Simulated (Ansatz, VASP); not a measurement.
# Al3Cl in VASP and in Ansatz

```
Al Cl
1.0
     3.08813    0.00000    0.00000
    -1.54406    2.67440    0.00000
     0.00000    0.00000    8.73014
Al Cl
3 1
Direct
  0.66667 0.33333 0.50000
  0.33333 0.66667 0.24472
  0.33333 0.66667 0.75528
  0.66667 0.33333 0.00000
```

Change from the starting cell: species swapped into the GaAg3 type (P-6m2, No. 187).

Alike in both runs: functional PBE; k mesh 18 × 18 × 6; occupations gaussian, width 0.1 eV; no spin polarisation.

Ansatz relaxed the structure, and its values are those at the end. VASP's run is a single point on that final structure, the one shown.

```csv
,VASP,Ansatz
version,VASP 6.6.1,Ansatz 0.2.0
potentials or method,"VASP PAW PBE potentials, release 64 (Al, Cl), cutoff 520 eV","scalar-relativistic, plane waves, PAW"
valence electrons in the cell,16,16
```

```csv
,VASP,Ansatz,Ansatz less VASP
gap on the k mesh at the Fermi level (eV),none,none,-
pressure (GPa),0.0,0.0,+0.02
```

A gap of «none» marks a metal or a gap that the smearing closes. The functional is the same, so the differences come from potentials, cutoffs and numerics.
